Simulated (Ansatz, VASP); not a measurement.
# H: VASP beside Ansatz

```xyz
4
Lattice="3.8768 0.0000 0.0000 -1.9384 3.3574 0.0000 0.0000 0.0000 5.4325" Properties=species:S:1:pos:R:3 pbc="T T T"
H     0.0000    2.2383    0.9873
H     1.9384    1.1191    3.7036
H     1.9384    1.1191    4.4452
H     0.0000    2.2383    1.7290
```

Alike in both runs: functional r2SCAN; k mesh 9 × 9 × 4; occupations gaussian, width 0.02 eV; no spin polarisation.

Ansatz relaxed the structure, and its values are those at the end. VASP's run is a single point on that final structure, the one shown.

```csv
,VASP,Ansatz
version,VASP 6.6.1,Ansatz 0.2.0
potentials or method,"VASP PAW PBE potentials, release 64 (H), cutoff 520 eV","scalar-relativistic, plane waves, PAW"
valence electrons in the cell,4,4
```

```tsv
	VASP	Ansatz	Ansatz less VASP
gap on the k mesh at the Fermi level (eV)	10.22	10.21	-0.013
least direct gap on the mesh (eV)	10.22	10.21	-0.012
pressure (GPa)	-0.1	0.0	+0.14
```

VASP's potentials were made for PBE, not for r2SCAN.
